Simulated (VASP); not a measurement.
# Al11Si5C5N11 (P1) in VASP: single point with PBEsol

Aim: the single point of Al11Si5C5N11 with PBEsol.

All numbers are computed with VASP 6.6.1; they aren't measurements. Logs are shortened: lines on timing, memory, paths and dates and some standing lists are left out, and cuts for length are marked.

## 1. The cell of the first run

The typed cell holds 96 atoms: a = 9.355 Å, b = 10.783 Å, c = 10.017 Å, α = 90.00°, β = 90.00°, γ = 90.00°.

## 2. Single point, PBEsol

INCAR reads:

```
  PREC = Accurate
  ENCUT = 520
  EDIFF = 1E-7
  ISMEAR = -1
  SIGMA = 0.05
  LREAL = Auto
  LASPH = T
  NELM = 100
  ALGO = Normal
  ISIF = 2
  LWAVE = F
  LCHARG = F
  GGA = PS
  NBANDS = 246
  ISYM = 0
```

KPOINTS reads:

```
Automatic mesh
0
Gamma
  1 1 1
  0.25 0.25 0.25
```

POSCAR reads:

```
Al11Si5C5N11
1.0
    9.3552926910      0.0000000000      0.0000000000
    0.0000000000     10.7826437294      0.0000000000
    0.0000000000      0.0000000000     10.0171125465
Al Si N C
33 15 33 15
Direct
    0.1675100000      0.0834680000      0.2525390000
    0.1613990000      0.0819140000      0.7534800000
    0.9996250000      0.3321790000      0.7481250000
    0.4980920000      0.0881710000      0.2463070000
    0.5050150000      0.0787800000      0.7536940000
    0.3297230000      0.3348760000      0.2529170000
    0.1600580000      0.5853880000      0.2503480000
    0.1726640000      0.5850180000      0.7459290000
    0.0001680000      0.8340630000      0.2492310000
    0.6701510000      0.3391890000      0.2513010000
    0.4992950000      0.5791180000      0.2429210000
    0.3283020000      0.8297680000      0.2433300000
    0.3407500000      0.8304580000      0.7532020000
    0.8395620000      0.5871600000      0.2515470000
    0.6683330000      0.8285400000      0.2493270000
    0.9944150000      0.1609950000      0.4960990000
    0.3310770000      0.1667420000      0.0044170000
    0.1662230000      0.4184080000      0.4970000000
    0.1659820000      0.4187340000      0.9978370000
    0.0048510000      0.6661880000      0.4979270000
    0.0005850000      0.6690350000      0.9874390000
    0.6672840000      0.1688340000      0.4965040000
    0.4968260000      0.4132700000      0.9983120000
    0.3355740000      0.6639420000      0.4994320000
    0.1644120000      0.9146660000      0.0062550000
    0.8353180000      0.4190190000      0.4926360000
    0.8384040000      0.4195530000      0.9982560000
    0.6676630000      0.6610340000      0.4894300000
    0.6661900000      0.6671290000      0.9991720000
    0.5018780000      0.9171610000      0.4783030000
    0.5007450000      0.9137610000      0.0127070000
    0.8322570000      0.9128720000      0.4948500000
    0.8312580000      0.9152340000      0.9995860000
    0.9992560000      0.3352580000      0.2502000000
    0.3312980000      0.3319380000      0.7527890000
    0.9975990000      0.8338140000      0.7521360000
    0.8308700000      0.0831820000      0.2475790000
    0.8351700000      0.0848760000      0.7516620000
    0.6710900000      0.3328540000      0.7498080000
    0.4996460000      0.5931140000      0.7581010000
    0.8283920000      0.5882490000      0.7477360000
    0.6600310000      0.8318590000      0.7532730000
    0.0008460000      0.1730550000      0.9979530000
    0.3362400000      0.1680960000      0.5026930000
    0.6644530000      0.1673700000      0.9961980000
    0.5018180000      0.4153960000      0.4962920000
    0.3311880000      0.6658750000      0.0000960000
    0.1691280000      0.9131960000      0.5006940000
    0.9924780000      0.1674380000      0.1815350000
    0.9900100000      0.1578870000      0.6913690000
    0.3265340000      0.1720590000      0.1943720000
    0.3312160000      0.1732980000      0.6852970000
    0.1595940000      0.4069630000      0.1885890000
    0.1791130000      0.4076180000      0.6930110000
    0.6806530000      0.1690610000      0.1755200000
    0.6803010000      0.1708700000      0.6969800000
    0.4957160000      0.4065370000      0.1850660000
    0.4992280000      0.4064950000      0.6901530000
    0.3303970000      0.6591010000      0.1800360000
    0.3466220000      0.6628230000      0.6891070000
    0.1620240000      0.9232710000      0.1944470000
    0.1594670000      0.9152570000      0.6830000000
    0.8435820000      0.4067800000      0.1863840000
    0.8227070000      0.4181440000      0.6981940000
    0.5089460000      0.9167800000      0.6800750000
    0.8390810000      0.9320080000      0.1868680000
    0.8345670000      0.9251880000      0.6951100000
    0.1812220000      0.0781280000      0.4526410000
    0.1542890000      0.0871620000      0.9439140000
    0.4886580000      0.0928970000      0.4497140000
    0.3411900000      0.3257610000      0.4499430000
    0.3319090000      0.3294600000      0.9267550000
    0.1761080000      0.5835150000      0.9369130000
    0.0124960000      0.8461090000      0.4448070000
    0.9991970000      0.8467630000      0.9254550000
    0.8359900000      0.0945970000      0.9342730000
    0.6673570000      0.3259840000      0.9300100000
    0.4936580000      0.5692660000      0.4418890000
    0.3231110000      0.8369640000      0.4479410000
    0.8332600000      0.5788240000      0.9244320000
    0.6685080000      0.8309570000      0.4433600000
    0.0020280000      0.6729840000      0.1763340000
    0.9934930000      0.6738460000      0.7009940000
    0.6665880000      0.6602890000      0.1897580000
    0.6610190000      0.6665800000      0.6913150000
    0.4987520000      0.9195800000      0.2101380000
    0.0066530000      0.3244390000      0.4309110000
    0.0018170000      0.3265780000      0.9385240000
    0.5055320000      0.0908140000      0.9443580000
    0.1740710000      0.5830440000      0.4423070000
    0.8278660000      0.0793020000      0.4266640000
    0.6563280000      0.3364210000      0.4445520000
    0.4884940000      0.5792980000      0.9349440000
    0.3277560000      0.8272690000      0.9442960000
    0.8386540000      0.5849160000      0.4437570000
    0.6688230000      0.8375180000      0.9293920000
```

Potentials or basis: VASP PAW PBE potentials, release 64 (Al, Si, N, C).

Launch:

```console
$ cat potpaw_PBE.64/Al/POTCAR potpaw_PBE.64/Si/POTCAR potpaw_PBE.64/N/POTCAR potpaw_PBE.64/C/POTCAR > POTCAR
$ mpirun -np 1 vasp_std > vasp.out
```

OUTCAR:

```text
PREC = Accurate
   ENCUT = 520
   EDIFF = 1E-7
   ISMEAR = -1
   LREAL = Auto
   LASPH = T
   NELM = 100
   ISIF = 2
   GGA = PS
   ISYM = 0

 ion  position               nearest neighbor table
   1  0.168  0.083  0.253-  61 1.82  51 1.86  49 2.00  68 2.01  16 3.05  17 3.05  25 3.07  48 3.09
                             4 3.09  44 3.10   6 3.11   9 3.11  12 3.12  34 3.14  43 3.14  37 3.15
   2  0.161  0.082  0.753-  50 1.91  69 1.91  62 1.93  52 1.99  43 3.04  38 3.05  36 3.08   3 3.09
                            25 3.11  17 3.11  48 3.12  35 3.13  16 3.13  44 3.14  13 3.19   5 3.21
   3  1.000  0.332  0.748-  88 1.91  54 1.95  64 1.96  50 1.97  43 3.03  27 3.07  39 3.07  38 3.08
                            19 3.09   2 3.09  18 3.10  35 3.10  16 3.13  26 3.13   8 3.17  41 3.19
   4  0.498  0.088  0.246-  86 1.85  51 1.91  70 2.04  55 2.04  30 2.97  31 3.00  17 3.01  45 3.07
                            22 3.09   6 3.09   1 3.09  44 3.10  37 3.11  10 3.15  12 3.21  15 3.22
   5  0.505  0.079  0.754-  65 1.90  89 1.91  56 2.00  52 2.04  45 3.01  42 3.03  13 3.09  38 3.09
                            44 3.12  17 3.14  22 3.14  31 3.15  39 3.15  35 3.18   2 3.21  30 3.26
   6  0.330  0.335  0.253-  51 1.85  57 1.86  53 1.88  71 1.98  18 3.02  46 3.05  11 3.08  17 3.08
                            44 3.08  34 3.09   4 3.09   1 3.11  23 3.11  19 3.11   7 3.13  10 3.19
   7  0.160  0.585  0.250-  82 1.90  59 1.92  90 1.93  53 2.02  14 3.00  20 3.00  18 3.06  12 3.07
                             9 3.07  34 3.09  47 3.10  19 3.10  24 3.10   6 3.13  21 3.16  11 3.18
   8  0.173  0.585  0.746-  73 1.91  60 1.92  83 1.98  54 1.99  24 3.02  21 3.04  40 3.06  20 3.07
                            47 3.07  18 3.07  13 3.08  19 3.10  35 3.11  36 3.14   3 3.17  41 3.22
   9  0.000  0.834  0.249-  61 1.88  82 1.88  66 1.94  74 1.97  25 3.01  32 3.04  14 3.06   7 3.07
[... 45 lines left out ...]
  32  0.832  0.913  0.495-  81 1.84  74 1.90  91 1.92  67 2.01  15 3.04   9 3.04  16 3.08  37 3.08
                            30 3.10  20 3.11  28 3.12  36 3.12  48 3.15  22 3.16  38 3.17  42 3.17
  33  0.831  0.915  1.000-  96 1.87  66 1.89  75 1.89  76 2.04  36 3.06  37 3.07  15 3.07  42 3.08
                            38 3.08   9 3.08  29 3.09  21 3.09  31 3.09  25 3.12  45 3.13  43 3.20
  34  0.999  0.335  0.250-  63 1.77  53 1.80  87 1.82  49 1.94  26 3.01  18 3.06  43 3.07  27 3.08
                            10 3.08   7 3.09   6 3.09  16 3.10  14 3.10  19 3.10   1 3.14  37 3.14
  35  0.331  0.332  0.753-  72 1.74  54 1.75  52 1.84  58 1.87  23 3.04  19 3.05  44 3.07  17 3.09
                             3 3.10   8 3.11   2 3.13  18 3.13   5 3.18
  36  0.998  0.834  0.752-  75 1.74  83 1.80  62 1.88  67 1.90  21 2.95  33 3.06   2 3.08  41 3.09
                            38 3.10  48 3.11  25 3.11  20 3.12  32 3.12   8 3.14  13 3.21
  37  0.831  0.083  0.248-  66 1.74  91 1.79  55 1.83  49 1.88  16 3.04  22 3.07  33 3.07  32 3.08
                            45 3.10   4 3.11  43 3.12   9 3.12  15 3.14  34 3.14  10 3.14   1 3.15
  38  0.835  0.085  0.752-  50 1.76  56 1.81  67 1.81  76 1.83   2 3.05  45 3.06  43 3.06  16 3.07
                             3 3.08  39 3.08  33 3.08   5 3.09  36 3.10  22 3.13  32 3.17
  39  0.671  0.333  0.750-  64 1.77  77 1.81  56 1.83  58 1.89  45 3.05   3 3.07  38 3.08  27 3.09
                            22 3.09  23 3.10  46 3.12  41 3.12  26 3.14   5 3.15
  40  0.500  0.593  0.758-  60 1.76  93 1.78  85 1.83  58 2.12  13 2.96  42 2.98  29 2.98  47 3.00
                             8 3.06  41 3.08  23 3.09  24 3.11  28 3.20
  41  0.828  0.588  0.748-  80 1.77  83 1.86  85 1.87  64 1.90  21 3.02  29 3.06  42 3.06  40 3.08
                            36 3.09  28 3.09  27 3.10  20 3.11  39 3.12  26 3.14   3 3.19   8 3.22
  42  0.660  0.832  0.753-  96 1.77  65 1.84  85 1.89  67 2.00  40 2.98  13 2.99   5 3.03  29 3.04
                            41 3.06  33 3.08  31 3.12  32 3.17  28 3.22
  43  0.001  0.173  0.998-  88 1.76  69 1.79  49 1.84  76 1.87   3 3.03   2 3.04  27 3.06  38 3.06
                            19 3.07  34 3.07  17 3.09  37 3.12   1 3.14  45 3.15  25 3.18  33 3.20
  44  0.336  0.168  0.503-  70 1.72  71 1.78  68 1.82  52 1.83  35 3.07   6 3.08  46 3.08  22 3.10
                             1 3.10   4 3.10   5 3.12  30 3.13  18 3.13   2 3.14  16 3.20
  45  0.664  0.167  0.996-  89 1.78  55 1.80  77 1.83  76 1.89   5 3.01  39 3.05  38 3.06   4 3.07
                            23 3.08  37 3.10  17 3.12  33 3.13  31 3.14  43 3.15  10 3.16  27 3.17
  46  0.502  0.415  0.496-  78 1.75  92 1.76  71 1.85  58 1.94  10 3.03   6 3.05  28 3.07  22 3.08
                            44 3.08  11 3.09  24 3.10  26 3.12  39 3.12  18 3.14
  47  0.331  0.666  0.000-  59 1.80  73 1.81  94 1.83  93 1.86  40 3.00  12 3.01  11 3.04  13 3.05
[... 323 lines left out ...]
   ISYM   =      0    0-nonsym 1-usesym 2-fastsym
   POTIM  = 0.5000    time-step for ionic-motion
   TEBEG  =    0.0;   TEEND  =   0.0 temperature during run
   PSTRESS=    0.0 pullay stress
   NELECT =     384.0000    total number of electrons
   NUPDOWN=      -1.0000    fix difference up-down
   EMIN   =  10.00;   EMAX   =-10.00  energy-range for DOS
   EFERMI =   0.00;   METHOD = LEGACY
   ISMEAR =    -1;   SIGMA  =   0.05  broadening in eV -4-tet -1-fermi 0-gaus
   EFERMI_NEDOS =   21; number of points for ismear=-14 and -15
   IALGO  =     38    algorithm
   IMIX   =      4    mixing-type and parameters
     AMIX     =   0.40;   BMIX     =  1.00
     AMIX_MAG =   1.60;   BMIX_MAG =  1.00
  volume/ion in A,a.u.               =      10.53        71.03
  Fermi-wavevector in a.u.,A,eV,Ry     =   1.185797  2.240831 19.131334  1.406113
  Thomas-Fermi vector in A             =   2.321983
   LORBIT       =      0    0 simple, 1 ext, 2 COOP (PROOUT), +10 PAW based schemes
   GGA     = PS    functional components
   LHFCALC =     F    Hartree Fock is set to
   AEXX    =    0.0000 exact exchange contribution
   IVDW    =     0    specifies the selected vdW correction
   LEPSILON=     F    determine dielectric tensor
   LRPA    =     F    only Hartree local field effects (RPA)
 non-spin polarized calculation
  energy-cutoff  :      520.00
  volume of cell :     1010.47
 maximum number of plane-waves:     27205
 NGX is ok and might be reduce to    70
   NGX = 35   NGY = 41   NGZ = 37

 number of electron     384.0000011 magnetization

 Free energy of the ion-electron system (eV)
  ---------------------------------------------------
  ext. energy  EPLUGINS =         0.00000000
  ---------------------------------------------------
  free energy    TOTEN  =      -733.97773296 eV

  energy without entropy =     -733.97773292  energy(sigma->0) =     -733.97773294

 E-fermi :   9.2422     XC(G=0): -11.1941

 val. band max:        8.3137989781   @ k =  -0.2500  -0.2500   0.2500
 cond. band min:      10.1410701487   @ k =   0.2500   0.2500   0.2500
 fundamental gap:      1.8272711706
 Fermi energy:         9.2421874256

 k-point     1 :       0.2500    0.2500    0.2500
  band No.  band energies     occupation
      1     -10.4612      2.00000
      2     -10.1467      2.00000
      3      -9.6775      2.00000
      4      -9.4577      2.00000
      5      -9.2770      2.00000
      6      -8.9664      2.00000
[... 817 lines left out ...]
    203      11.2847      0.00000
    204      11.3215      0.00000
 [bands above 204 left out]

------------------------ aborting loop because EDIFF is reached ----------------------------------------

  FORCE on cell =-STRESS in cart. coord.  units (eV):
  Direction    XX          YY          ZZ          XY          YZ          ZX
  --------------------------------------------------------------------------------------
  -------------------------------------------------------------------------------------
  Total        0.9715340      0.9138036      0.7866973     -0.9887769      1.4487289      0.0621135
  in kB        1.5404351      1.4488995      1.2473636     -1.5677749      2.2970609      0.0984852
  external PRESSURE =       1.4122328 kB  Pullay stress =       0.0000000 kB

 VOLUME and BASIS-vectors are now :
 -----------------------------------------------------------------------------
  energy-cutoff  :      520.00
  volume of cell :     1010.47
      direct lattice vectors                 reciprocal lattice vectors
     9.355292691  0.000000000  0.000000000     0.106891364  0.000000000  0.000000000
     0.000000000 10.782643729  0.000000000     0.000000000  0.092741634  0.000000000
     0.000000000  0.000000000 10.017112546     0.000000000  0.000000000  0.099829167

 POSITION                                       TOTAL-FORCE (eV/Angst)
 -----------------------------------------------------------------------------------
      1.56711      0.90001      2.52971        -0.001194      0.015285      0.008868
      1.50993      0.88325      7.54769         0.002384      0.002590      0.007153
      9.35178      3.58177      7.49405         0.000890      0.000908     -0.022038
      4.65980      0.95072      2.46728         0.001408      0.026764      0.006987
      4.72456      0.84946      7.54984         0.001212      0.002277     -0.011476
      3.08466      3.61085      2.53350         0.004740      0.002822      0.007866
[... 88 lines left out ...]
      7.84585      6.30694      4.44516        -0.003472      0.012571     -0.006152
      6.25703      9.03066      9.30982        -0.019375     -0.003429      0.042351
 -----------------------------------------------------------------------------------
    total drift:                               -0.000208      0.012391      0.008723

  FREE ENERGIE OF THE ION-ELECTRON SYSTEM (eV)
  ---------------------------------------------------
  free  energy   TOTEN  =      -733.9777329562 eV

  energy  without entropy=     -733.9777329243  energy(sigma->0) =     -733.97773294
```

It took 34 min on 1 thread of Intel Xeon Platinum 8488C (Sapphire Rapids), shared host; peak memory 1.3 GiB.

What came out:

```
Free energy            : -733.9777 eV
Pressure               : 0.1 GPa
Largest force          : 0.047 eV/Å
Band gap on the k mesh : 1.83 eV
```

Forces in eV/Å, atoms in the order of the input:
```
Al  -0.001  0.015  0.009
Al   0.002  0.003  0.007
Al   0.001  0.001 -0.022
Al   0.001  0.027  0.007
Al   0.001  0.002 -0.011
Al   0.005  0.003  0.008
Al   0.015 -0.009 -0.005
Al   0.009 -0.002 -0.016
Al  -0.009  0.015  0.008
Al  -0.001  0.002 -0.009
Al  -0.011 -0.014  0.008
Al  -0.009 -0.011  0.006
Al   0.006 -0.002 -0.019
Al  -0.005 -0.015 -0.011
Al   0.021  0.004  0.007
Al   0.010 -0.006  0.015
Al  -0.012  0.001  0.005
Al   0.016 -0.011  0.010
Al   0.015  0.001 -0.002
Al   0.005  0.016  0.008
Al  -0.006  0.000 -0.017
Al  -0.006 -0.017  0.008
Al   0.000 -0.012  0.005
Al   0.021  0.012  0.011
Al  -0.017  0.009  0.001
Al  -0.001 -0.020  0.018
Al  -0.014  0.010  0.001
Al  -0.033  0.020 -0.004
Al   0.013 -0.015 -0.014
Al  -0.010  0.001  0.000
Al   0.007  0.003 -0.006
Al   0.002 -0.008  0.006
Al   0.008  0.008  0.014
Si   0.009 -0.003 -0.008
Si   0.015 -0.009 -0.002
Si   0.010  0.010 -0.014
Si  -0.001  0.014 -0.003
Si  -0.007 -0.006  0.002
Si  -0.008 -0.006 -0.007
Si   0.010  0.000 -0.010
Si   0.005 -0.012 -0.014
Si  -0.006 -0.003 -0.024
Si  -0.007 -0.021  0.002
Si  -0.021  0.004  0.006
Si   0.007  0.001  0.006
Si  -0.033  0.000  0.009
Si  -0.005 -0.013  0.005
Si   0.001  0.005  0.012
N    0.004 -0.005  0.012
N    0.017  0.017 -0.019
N    0.008  0.000  0.001
N    0.003 -0.018  0.009
N    0.010  0.014 -0.010
N   -0.024  0.020 -0.018
N   -0.009  0.004  0.023
N   -0.015 -0.014 -0.014
N    0.003  0.000  0.005
N   -0.004  0.005 -0.001
N   -0.006  0.002  0.020
N   -0.031 -0.001 -0.020
N    0.000 -0.008 -0.004
N    0.005  0.007  0.004
N   -0.023  0.025 -0.005
N    0.030  0.008 -0.027
N   -0.022  0.010 -0.020
N    0.005 -0.038 -0.013
N    0.003 -0.014 -0.022
N   -0.017  0.006 -0.007
N    0.019 -0.024  0.001
N    0.041 -0.016 -0.014
N   -0.018  0.022 -0.009
N    0.001 -0.002  0.032
N   -0.009 -0.002  0.000
N   -0.030 -0.020 -0.007
N    0.001  0.009  0.036
N    0.005 -0.009  0.016
N    0.001  0.026  0.023
N    0.001  0.042 -0.006
N    0.026 -0.020 -0.012
N   -0.005  0.002  0.031
N    0.000 -0.018 -0.002
C    0.003 -0.012  0.004
C    0.013 -0.017 -0.024
C    0.009 -0.009 -0.006
C    0.007  0.016 -0.032
C    0.004 -0.013 -0.002
C   -0.004 -0.002  0.026
C    0.001  0.019 -0.004
C   -0.020 -0.013 -0.001
C   -0.003 -0.001 -0.008
C   -0.005  0.008  0.019
C    0.034 -0.008 -0.005
C    0.011  0.008  0.028
C    0.007  0.029 -0.002
C   -0.003  0.013 -0.006
C   -0.019 -0.003  0.042
```

Levels at points of the mesh, in eV from the valence-band top:
| k point | band 188 | band 189 | band 190 | band 191 | band 192 | band 193 | band 194 | band 195 | band 196 | band 197 |
| --- | --- | --- | --- | --- | --- | --- | --- | --- | --- | --- |
| (0.25, 0.25, 0.25) | -0.73 | -0.67 | -0.54 | -0.21 | 0.00 | 1.83 | 2.04 | 2.22 | 2.38 | 2.49 |

Caveat: the PAW data sets were made with another functional, which shifts forces and pressure a little; a shifted mesh leaves out Γ, where band edges can lie. A k mesh can miss the band edges.
